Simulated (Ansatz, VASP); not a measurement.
Two plane-wave programs on Ru

```
Ru
1.0
    -2.33686    2.33686    1.36830
     2.33686   -2.33686    1.36830
     2.33686    2.33686   -1.36830
Ru
2
Cartesian
  0.0000 0.0000 0.0000
  0.0000 2.3369 0.6841
```

Alike in both runs: functional PBEsol; k mesh 18 × 18 × 18; occupations gaussian, width 0.1 eV; no spin polarisation.

Ansatz relaxed the structure, and its values are those at the end. VASP's run is a single point on that final structure, the one shown.

|  | VASP | Ansatz |
| --- | --- | --- |
| version | VASP 6.6.1 | Ansatz 0.2.0 |
| potentials or method | VASP PAW PBE potentials, release 64 (Ru_sv), cutoff 600 eV | scalar-relativistic, plane waves, PAW |
| valence electrons in the cell | 32 | 32 |

|  | VASP | Ansatz | Ansatz less VASP |
| --- | --- | --- | --- |
| gap on the k mesh at the Fermi level (eV) | none | none | - |
| pressure (GPa) | -0.2 | 0.0 | +0.26 |

VASP's potentials were made for PBE, not for PBEsol. A gap of «none» marks a metal or a gap that the smearing closes.
